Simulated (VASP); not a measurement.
Ta2TlAg: single point with PBE

The system is Ta2TlAg.

```
CELL_PARAMETERS angstrom
-3.48553 3.48553 3.20133
3.48553 -3.48553 3.20133
3.48553 3.48553 -3.20133
ATOMIC_POSITIONS crystal
Ta 0.68200 0.18200 0.86400
Ta 0.18200 0.31800 0.50000
Ta 0.31800 0.81800 0.13600
Ta 0.81800 0.68200 0.50000
Tl 0.25000 0.25000 0.00000
Tl 0.75000 0.75000 0.00000
Ag 0.25000 0.75000 0.50000
Ag 0.75000 0.25000 0.50000
```

```
Program                : VASP 6.6.1
Task                   : single point
Functional             : PBE
Potentials or basis    : VASP PAW PBE potentials, release 64 (Ta_pv, Tl_d, Ag)
Cutoff                 : 520 eV
k mesh                 : 4 × 4 × 4, shifted
Occupations            : fermi-dirac, width 0.1 eV
Spin                   : no spin polarisation
Dipole correction      : no
Further INCAR settings : ALGO = Normal; EDIFF = 1e-06; NBANDS = 56
```

The pressure is 14.7 GPa, the largest force is 5.533 eV/Å and the band gap on the k mesh is zero (band 46 reaches 7.93 eV, above the bottom of band 47 at 7.63 eV).

Forces in eV/Å, atoms in the order of the input:
```
Ta   3.913  3.913  0.000
Ta  -3.913  3.913  0.000
Ta  -3.913 -3.913  0.000
Ta   3.913 -3.913  0.000
Tl   0.000  0.000  0.000
Tl   0.000  0.000  0.000
Ag   0.000  0.000  0.000
Ag   0.000  0.000  0.000
```

Stress tensor (GPa, compression positive):
```
10.44  0.00  0.00
 0.00 10.44  0.00
 0.00  0.00 23.11
```

Levels at points of the mesh, in eV from the Fermi level:
| k point | band 42 | band 43 | band 44 | band 45 | band 46 | band 47 | band 48 | band 49 | band 50 | band 51 |
| --- | --- | --- | --- | --- | --- | --- | --- | --- | --- | --- |
| (0.12, 0.12, 0.12) | -1.44 | -1.28 | -1.23 | -0.35 | 0.01 | 0.18 | 0.55 | 0.92 | 0.93 | 1.13 |

Wall time 110 s on 1 thread of Intel(R) Xeon(R) Platinum 8488C (Sapphire Rapids) (shared host), peak memory 0.37 GiB.

Caveat: spin-orbit coupling is left out, which moves the levels of the heavy elements; forces of over 1 eV/Å act on the atoms, so gaps and moduli don't describe the material at rest.
